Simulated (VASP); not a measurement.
# BiRu (rocksalt type) (Fm-3m) in VASP: further runs

Runs on BiRu (rocksalt type). Level: PBE. Tasks: single point.

All numbers are computed with VASP 6.6.1; they aren't measurements. Logs are shortened: lines on timing, memory, paths and dates and some standing lists are left out, and cuts for length are marked.

### 1 The cell of the first run

It takes space group Fm-3m (No. 225, cubic). Conventional cell: a = 5.549 Å, b = 5.549 Å, c = 5.549 Å, α = 90.00°, β = 90.00°, γ = 90.00°. Ru (site symmetry m-3m) has 6 Bi at 2.77 Å within 3.7 Å. Within 3.7 Å of Bi (site symmetry m-3m) lie 6 Ru at 2.77 Å.

### 2 Single point, PBE

Input file INCAR:

```
SYSTEM = BiRu
PREC = Accurate
ENCUT = 520
EDIFF = 1E-6
ISMEAR = -1
SIGMA = 0.05
LREAL = .FALSE.
LASPH = .TRUE.
NELM = 60
ALGO = Normal
ISIF = 2
LWAVE = .FALSE.
LCHARG = .TRUE.
GGA = PE
LELF = .TRUE.
LVHAR = .TRUE.
NBANDS = 22
```

Input file KPOINTS:

```
regular mesh
0
G
  10 10 10
  0 0 0
```

Input file POSCAR:

```
BiRu
1.0
    0.0000000000      2.7747409757      2.7747409757
    2.7747409757      0.0000000000      2.7747409757
    2.7747409757      2.7747409757      0.0000000000
Ru Bi
1 1
Direct
    0.0000000000      0.0000000000      0.0000000000
    0.5000000000      0.5000000000      0.5000000000
```

Potentials or basis: VASP PAW PBE potentials, release 64 (Ru_pv, Bi_d).

Run with:

```bash
$ cat potpaw_PBE.64/Ru_pv/POTCAR potpaw_PBE.64/Bi_d/POTCAR > POTCAR
$ mpirun -np 1 vasp_std > vasp.out
```

OUTCAR:

```text
SYSTEM = BiRu
   PREC = Accurate
   ENCUT = 520
   EDIFF = 1E-6
   ISMEAR = -1
   LREAL = .FALSE.
   LASPH = .TRUE.
   NELM = 60
   ISIF = 2
   GGA = PE

 ion  position               nearest neighbor table
   1  0.000  0.000  0.000-   2 2.77   2 2.77   2 2.77   2 2.77   2 2.77   2 2.77
   2  0.500  0.500  0.500-   1 2.77   1 2.77   1 2.77   1 2.77   1 2.77   1 2.77

  LATTYP: Found a face centered cubic cell.
 ALAT       =     5.5494819514

  Lattice vectors:

 A1 = (   0.0000000000,   2.7747409757,   2.7747409757)
 A2 = (   2.7747409757,   0.0000000000,   2.7747409757)
 A3 = (   2.7747409757,   2.7747409757,   0.0000000000)

Analysis of symmetry for initial positions (statically):
=====================================================================
 Subroutine PRICEL returns:
 Original cell was already a primitive cell.

 Routine SETGRP: Setting up the symmetry group for a
 face centered cubic supercell.

 Subroutine GETGRP returns: Found 48 space group operations
 (whereof 48 operations were pure point group operations)
 out of a pool of 48 trial point group operations.

The static configuration has the point symmetry O_h .

Analysis of symmetry for dynamics (positions and initial velocities):
=====================================================================
 Subroutine PRICEL returns:
 Original cell was already a primitive cell.

 Routine SETGRP: Setting up the symmetry group for a
 face centered cubic supercell.

 Subroutine GETGRP returns: Found 48 space group operations
 (whereof 48 operations were pure point group operations)
 out of a pool of 48 trial point group operations.

The dynamic configuration has the point symmetry O_h .

 Subroutine INISYM returns: Found 48 space group operations
 (whereof 48 operations are pure point group operations),
 and found     1 'primitive' translations

----------------------------------------------------------------------------------------

                                     Primitive cell

  volume of cell :      42.7265

  direct lattice vectors                    reciprocal lattice vectors
     0.000000000  2.774740976  2.774740976    -0.180197000  0.180197000  0.180197000
     2.774740976  0.000000000  2.774740976     0.180197000 -0.180197000  0.180197000
     2.774740976  2.774740976  0.000000000     0.180197000  0.180197000 -0.180197000

  length of vectors
     3.924076320  3.924076320  3.924076320     0.312110360  0.312110360  0.312110360

  position of ions in fractional coordinates (direct lattice)
     0.000000000  0.000000000  0.000000000
     0.500000000  0.500000000  0.500000000

  ion indices of the primitive-cell ions
   primitive index   ion index
                 1           1
                 2           2

----------------------------------------------------------------------------------------

 KPOINTS: regular mesh

Automatic generation of k-mesh.
 Grid dimensions read from file:
 generate k-points for:   10   10   10

 Generating k-lattice:

  Cartesian coordinates                     Fractional coordinates (reciprocal lattice)
    -0.018019700  0.018019700  0.018019700     0.100000000  0.000000000  0.000000000
     0.018019700 -0.018019700  0.018019700     0.000000000  0.100000000  0.000000000
     0.018019700  0.018019700 -0.018019700     0.000000000  0.000000000  0.100000000

  Length of vectors
     0.031211036  0.031211036  0.031211036

  Shift w.r.t. Gamma in fractional coordinates (k-lattice)
     0.000000000  0.000000000  0.000000000

 Subroutine IBZKPT returns following result:
 ===========================================

 Found     47 irreducible k-points:

 Following reciprocal coordinates:
            Coordinates               Weight
  0.000000  0.000000  0.000000      1.000000
  0.100000  0.000000  0.000000      8.000000
  0.200000  0.000000  0.000000      8.000000
  0.300000  0.000000  0.000000      8.000000
  0.400000  0.000000  0.000000      8.000000
  0.500000  0.000000  0.000000      4.000000
[... 16 lines left out ...]
  0.300000  0.300000  0.000000      6.000000
  0.400000  0.300000  0.000000     24.000000
 [... further k-points ...]
   k-points           NKPTS =     47   k-points in BZ     NKDIM =     47   number of bands    NBANDS=     22
   number of dos      NEDOS =    301   number of ions     NIONS =      2
   total plane-waves  NPLWV =  27000
   dimension x,y,z NGX =    30 NGY =   30 NGZ =   30
   dimension x,y,z NGXF=    60 NGYF=   60 NGZF=   60
   ions per type =               1   1
   NGX,Y,Z   is equivalent  to a cutoff of  12.71, 12.71, 12.71 a.u.
   NGXF,Y,Z  is equivalent  to a cutoff of  25.42, 25.42, 25.42 a.u.
 SYSTEM =  BiRu
   PREC   = accura    normal or accurate (medium, high low for compatibility)
   ISTART =      0    job   : 0-new  1-cont  2-samecut
   ICHARG =      2    charge: 1-file 2-atom 10-const
   ISPIN  =      1    spin polarized calculation?
   LNONCOLLINEAR =      F non collinear calculations
   LSORBIT =      F    spin-orbit coupling
   LASPH  =      T    aspherical Exc in radial PAW
   ENCUT  =  520.0 eV  38.22 Ry    6.18 a.u.   7.30  7.30  7.30*2*pi/ulx,y,z
   NELM   =     60;   NELMIN=  2; NELMDL= -5     # of ELM steps
   EDIFF  = 0.1E-05   stopping-criterion for ELM
   LREAL  =      F    real-space projection
   EDIFFG = 0.1E-04   stopping-criterion for IOM
   NSW    =      0    number of steps for IOM
   IBRION =     -1    ionic relax: 0-MD 1-quasi-New 2-CG
   NFREE  =      0    steps in history (QN), initial steepest desc. (CG)
   ISIF   =      2    stress and relaxation
   ISYM   =      2    0-nonsym 1-usesym 2-fastsym
   POTIM  = 0.5000    time-step for ionic-motion
   TEBEG  =    0.0;   TEEND  =   0.0 temperature during run
   PSTRESS=    0.0 pullay stress
   NELECT =      29.0000    total number of electrons
   NUPDOWN=      -1.0000    fix difference up-down
   EMIN   =  10.00;   EMAX   =-10.00  energy-range for DOS
   EFERMI =   0.00;   METHOD = LEGACY
   ISMEAR =    -1;   SIGMA  =   0.05  broadening in eV -4-tet -1-fermi 0-gaus
   EFERMI_NEDOS =   21; number of points for ismear=-14 and -15
   IALGO  =     38    algorithm
   IMIX   =      4    mixing-type and parameters
     AMIX     =   0.40;   BMIX     =  1.00
     AMIX_MAG =   1.60;   BMIX_MAG =  1.00
  volume/ion in A,a.u.               =      21.36       144.17
  Fermi-wavevector in a.u.,A,eV,Ry     =   1.438716  2.718779 28.162747  2.069904
  Thomas-Fermi vector in A             =   2.557652
   LORBIT       =      0    0 simple, 1 ext, 2 COOP (PROOUT), +10 PAW based schemes
   GGA     = PE    functional components
   LHFCALC =     F    Hartree Fock is set to
   AEXX    =    0.0000 exact exchange contribution
   IVDW    =     0    specifies the selected vdW correction
   LEPSILON=     F    determine dielectric tensor
   LRPA    =     F    only Hartree local field effects (RPA)
 non-spin polarized calculation
  energy-cutoff  :      520.00
  volume of cell :       42.73
 maximum number of plane-waves:      1179
 NGX is ok and might be reduce to    30
   NGX = 15   NGY = 15   NGZ = 15

 number of electron      29.0000001 magnetization

 Free energy of the ion-electron system (eV)
  ---------------------------------------------------
  ext. energy  EPLUGINS =         0.00000000
  ---------------------------------------------------
  free energy    TOTEN  =       -11.61559124 eV

  energy without entropy =      -11.59544600  energy(sigma->0) =      -11.60551862

 E-fermi :   9.5563     XC(G=0): -11.7043

 val. band max:        9.4982821161   @ k =  -0.3000   0.1000   0.0000
 cond. band min:       9.5590698168   @ k =  -0.3000   0.3000   0.1000
 fundamental gap:      0.0607877008
 Fermi energy:         9.5562525937

 k-point     1 :       0.0000    0.0000    0.0000
  band No.  band energies     occupation
      1     -32.2538      2.00000
      2     -32.2538      2.00000
      3     -32.2538      2.00000
      4     -13.3065      2.00000
      5     -13.3065      2.00000
      6     -13.2376      2.00000
[... 14 lines left out ...]
     21      20.8066      0.00000
     22      20.8066      0.00000

 k-point     2 :       0.1000    0.0000    0.0000
  band No.  band energies     occupation
      1     -32.2557      2.00000
      2     -32.2543      2.00000
      3     -32.2543      2.00000
      4     -13.3022      2.00000
      5     -13.3022      2.00000
      6     -13.2360      2.00000
[... 14 lines left out ...]
     21      20.1716      0.00000
     22      20.1716      0.00000

 k-point     3 :       0.2000    0.0000    0.0000
  band No.  band energies     occupation
      1     -32.2607      2.00000
      2     -32.2557      2.00000
      3     -32.2557      2.00000
      4     -13.2914      2.00000
      5     -13.2914      2.00000
      6     -13.2318      2.00000
[... 14 lines left out ...]
     21      19.1000      0.00000
     22      19.8810      0.00000

 k-point     4 :       0.3000    0.0000    0.0000
  band No.  band energies     occupation
      1     -32.2669      2.00000
      2     -32.2574      2.00000
      3     -32.2574      2.00000
      4     -13.2793      2.00000
      5     -13.2793      2.00000
      6     -13.2267      2.00000
[... 14 lines left out ...]
     21      19.4214      0.00000
     22      20.8883      0.00000

 k-point     5 :       0.4000    0.0000    0.0000
  band No.  band energies     occupation
      1     -32.2720      2.00000
      2     -32.2588      2.00000
      3     -32.2588      2.00000
      4     -13.2704      2.00000
      5     -13.2704      2.00000
      6     -13.2225      2.00000
[... 417 lines left out ...]
 k-point    22 :      -0.2000    0.2000    0.0000
  band No.  band energies     occupation
      1     -32.2668      2.00000
      2     -32.2590      2.00000
      3     -32.2580      2.00000
      4     -13.2898      2.00000
      5     -13.2677      2.00000
      6     -13.2249      2.00000
[... 14 lines left out ...]
     21      20.0655      0.00000
     22      21.3620      0.00000

 k-point    23 :       0.3000    0.3000    0.0000
  band No.  band energies     occupation
      1     -32.2670      2.00000
      2     -32.2584      2.00000
      3     -32.2584      2.00000
      4     -13.2887      2.00000
      5     -13.2870      2.00000
      6     -13.2553      2.00000
[... 14 lines left out ...]
     21      21.2149      0.00000
     22      22.2917      0.00000

 k-point    24 :       0.4000    0.3000    0.0000
  band No.  band energies     occupation
      1     -32.2687      2.00000
      2     -32.2600      2.00000
      3     -32.2594      2.00000
      4     -13.2936      2.00000
      5     -13.2806      2.00000
      6     -13.2545      2.00000
[... 14 lines left out ...]
     21      21.4320      0.00000
     22      22.2253      0.00000

 [... further k-points ...]

------------------------ aborting loop because EDIFF is reached ----------------------------------------

  FORCE on cell =-STRESS in cart. coord.  units (eV):
  Direction    XX          YY          ZZ          XY          YZ          ZX
  --------------------------------------------------------------------------------------
  -------------------------------------------------------------------------------------
  Total        0.0134656      0.0134656      0.0134656     -0.0000000     -0.0000000      0.0000000
  in kB        0.5049403      0.5049403      0.5049403     -0.0000000     -0.0000000      0.0000000
  external PRESSURE =       0.5049403 kB  Pullay stress =       0.0000000 kB

 VOLUME and BASIS-vectors are now :
 -----------------------------------------------------------------------------
  energy-cutoff  :      520.00
  volume of cell :       42.73
      direct lattice vectors                 reciprocal lattice vectors
     0.000000000  2.774740976  2.774740976    -0.180197000  0.180197000  0.180197000
     2.774740976  0.000000000  2.774740976     0.180197000 -0.180197000  0.180197000
     2.774740976  2.774740976  0.000000000     0.180197000  0.180197000 -0.180197000

 POSITION                                       TOTAL-FORCE (eV/Angst)
 -----------------------------------------------------------------------------------
      0.00000      0.00000      0.00000        -0.000000     -0.000000     -0.000000
      2.77474      2.77474      2.77474         0.000000      0.000000      0.000000
 -----------------------------------------------------------------------------------
    total drift:                                0.000000      0.000000      0.000000

  FREE ENERGIE OF THE ION-ELECTRON SYSTEM (eV)
  ---------------------------------------------------
  free  energy   TOTEN  =       -11.6155912388 eV

  energy  without entropy=      -11.5954459959  energy(sigma->0) =      -11.60551862
```

Run time: 30 s. Hardware: 1 thread of Intel Xeon Platinum 8488C (Sapphire Rapids), shared host; peak memory 0.19 GiB.

Results:

| Property | Result |
| --- | --- |
| Free energy | -11.6156 eV |
| Pressure | 0.1 GPa |
| Band gap on the k mesh | zero (an odd number of electrons rules out a gap without spin polarisation) |

Levels at points of the mesh, in eV from the Fermi level:
```csv
k point,band 10,band 11,band 12,band 13,band 14,band 15,band 16,band 17,band 18,band 19
"(0.00, 0.00, 0.00)",-1.50,-1.50,-1.50,-1.19,-1.19,2.06,2.06,2.06,5.24,7.50
"(0.50, 0.00, 0.00)",-5.82,-3.33,-3.33,-0.78,-0.78,-0.15,4.43,5.71,5.71,7.07
"(0.50, 0.50, 0.00)",-4.19,-2.38,-0.83,-0.83,-0.81,-0.39,-0.39,0.66,3.00,8.10
```

Caveat: spin-orbit coupling is left out, which moves the levels of the heavy elements.

### 3 Single point, PBE, non-collinear spin, zero start, spin-orbit coupling

Input file INCAR:

```
ALGO = Normal
EDIFF = 1E-7
ENCUT = 520
GGA = PE
GGA_COMPAT = False
ISIF = 2
ISMEAR = -1
LASPH = True
LCHARG = True
LMAXMIX = 4
LNONCOLLINEAR = True
LORBIT = 11
LORBMOM = True
LREAL = False
LSORBIT = True
LVHAR = True
LWAVE = False
MAGMOM = 0 0 0 0 0 0
NBANDS = 41
NELM = 150
PREC = Accurate
SIGMA = 0.05
```

Input file KPOINTS:

```
k-points
0
Gamma
  10 10 10
```

POSCAR is that of step 2.

Potentials or basis: VASP PAW PBE potentials, release 64 (Ru_pv, Bi_d).

Run with:

```bash
$ cat potpaw_PBE.64/Ru_pv/POTCAR potpaw_PBE.64/Bi_d/POTCAR > POTCAR
$ mpirun -np 1 vasp_ncl > vasp.out
```

OUTCAR:

```text
EDIFF = 1E-7
   ENCUT = 520
   GGA = PE
   ISIF = 2
   ISMEAR = -1
   LASPH = True
   LNONCOLLINEAR = True
   LORBIT = 11
   LREAL = False
   LSORBIT = True
   NELM = 150
   PREC = Accurate

 ion  position               nearest neighbor table
   1  0.000  0.000  0.000-   2 2.77   2 2.77   2 2.77   2 2.77   2 2.77   2 2.77
   2  0.500  0.500  0.500-   1 2.77   1 2.77   1 2.77   1 2.77   1 2.77   1 2.77

  LATTYP: Found a face centered cubic cell.
 ALAT       =     5.5494819514

  Lattice vectors:

 A1 = (   0.0000000000,   2.7747409757,   2.7747409757)
 A2 = (   2.7747409757,   0.0000000000,   2.7747409757)
 A3 = (   2.7747409757,   2.7747409757,   0.0000000000)

[... 1347 lines left out ...]
    -0.0529100    -0.0132275     0.0000000    -0.0132275     0.0000000
 l=   3
     0.0000000     0.0000000     0.0000000     0.0000000     0.0000000     0.0000000     0.0000000
     0.0000000     0.0000000     0.0000000     0.0000000     0.0000000     0.0000000     0.0000000
     0.0000000     0.0000000     0.0000000     0.0000000     0.0000000     0.0000000     0.0000000
     0.0000000     0.0000000     0.0000000     0.0000000     0.0000000     0.0000000     0.0000000
     0.0000000     0.0000000     0.0000000     0.0000000     0.0000000     0.0000000     0.0000000
     0.0000000     0.0000000     0.0000000     0.0000000     0.0000000     0.0000000     0.0000000
     0.0000000     0.0000000     0.0000000     0.0000000     0.0000000     0.0000000     0.0000000

 total charge

# of ion       s       p       d       tot
------------------------------------------
    1        0.264   6.117   6.279  12.660
    2        1.427   1.514   9.964  12.905
--------------------------------------------------
tot          1.691   7.631  16.243  25.566

 magnetization (x)

# of ion       s       p       d       tot
------------------------------------------
    1        0.000   0.000   0.000   0.000
    2       -0.000  -0.000  -0.000  -0.000
--------------------------------------------------
tot          0.000  -0.000  -0.000   0.000

 magnetization (y)

# of ion       s       p       d       tot
------------------------------------------
    1        0.000   0.000   0.000   0.000
    2       -0.000  -0.000  -0.000  -0.000
--------------------------------------------------
tot          0.000  -0.000   0.000   0.000

 magnetization (z)

# of ion       s       p       d       tot
------------------------------------------
    1       -0.000   0.000   0.000  -0.000
    2        0.000   0.000  -0.000   0.000
--------------------------------------------------
tot          0.000   0.000  -0.000   0.000
```

stdout:

```text
POSCAR found type information on POSCAR RuBi
 POSCAR found :  2 types and       2 ions
 scaLAPACK will be used
 LDA part: xc-table for (Slater+PW92), standard interpolation
 POSCAR, INCAR and KPOINTS ok, starting setup
 FFT: planning ... GRIDC
 FFT: planning ... GRID_SOFT
 FFT: planning ... GRID
 WAVECAR not read
 entering main loop
```

It took 2.2 min on 1 thread of Intel Xeon Platinum 8488C (Sapphire Rapids), shared host; peak memory 0.35 GiB.

Results:

```yaml
Free_energy: -12.4615 eV
Pressure: 0.5 GPa
Net_moment: 0.00 μB per cell
Valence_electrons_inside_the_program's_atomic_spheres: Ru 12.66; Bi 12.90
```

Moments on the atoms (μB; x, y, z):
```
Ru  0.00 0.00 0.00
Bi  0.00 0.00 0.00
```
